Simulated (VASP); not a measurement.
Input of a VASP 6.6.1 run:

File INCAR:

```
PREC = Accurate ; ENCUT = 520
EDIFF = 1E-6 ; ISMEAR = 0
SIGMA = 0.05 ; LREAL = False
LASPH = True ; NELM = 60
ALGO = Normal ; ISIF = 2
LWAVE = False ; LCHARG = False
GGA = PE ; NBANDS = 14
```

KPOINTS

```
regular mesh
0
Gamma
  8 8 8
```

POSCAR

```
NaF
1.0
    0.0000000000      2.3929990000      2.3929990000
    2.3929990000      0.0000000000      2.3929990000
    2.3929990000      2.3929990000      0.0000000000
Na F
1 1
Direct
    0.0000000000      0.0000000000      0.0000000000
    0.5000000000      0.5000000000      0.5000000000
```

Potentials or basis: VASP PAW PBE potentials, release 64 (Na_pv, F).

Command:

```console
$ cat potpaw_PBE.64/Na_pv/POTCAR potpaw_PBE.64/F/POTCAR > POTCAR
$ mpirun -np 1 vasp_std > vasp.out
```

Task: Estimate the pressure.

Result: -2.3 GPa.

Task: Estimate the band gap on the k mesh.

Result: 5.81 eV, direct.

Caveat: the cell differs from its parent crystal (strain +0.030 along x and y, +0.030 along z).
